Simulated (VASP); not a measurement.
A run of VASP 6.6.1 is set up as follows.

The input INCAR:

```
PREC = Accurate
ENCUT = 500
EDIFF = 1E-6
ISMEAR = -1
SIGMA = 0.02
LREAL = False
LASPH = True
NELM = 120
ALGO = Normal
ISIF = 2
LWAVE = False
LCHARG = False
GGA = RP
IVDW = 12
NBANDS = 15
GGA_COMPAT = False
```

File KPOINTS:

```
regular mesh
0
Gamma
  8 8 6
```

Contents of POSCAR:

```
HfB2
1.0
    3.0269821381      0.0000000000      0.0000000000
   -1.5134910691      2.6214434284      0.0000000000
    0.0000000000      0.0000000000      3.3002777224
Hf B
1 2
Direct
    0.0000000000      0.0000000000      0.0000000000
    0.3333333333      0.6666666667      0.5000000000
    0.6666666667      0.3333333333      0.5000000000
```

Potentials or basis: VASP PAW PBE potentials, release 64 (Hf_pv, B).

The run is started by

```bash
$ cat potpaw_PBE.64/Hf_pv/POTCAR potpaw_PBE.64/B/POTCAR > POTCAR
$ mpirun -np 1 vasp_std > vasp.out
```

Q: What does it give for the band gap on the k mesh?

A: Zero (bands 8 and 9 overlap by 0.57 eV).

Q: Predict the pressure.

A: 5.1 GPa.

Q: What does it give for the dispersion energy per atom?

A: -2.351 eV.

Stress tensor (GPa, compression positive):
```
4.76 0.00 0.00
0.00 4.76 0.00
0.00 0.00 5.64
```

Caveat: the cell stands under pressure; the PAW data sets were made with another functional, which shifts forces and pressure a little; spin-orbit coupling is left out, which moves the levels of the heavy elements.
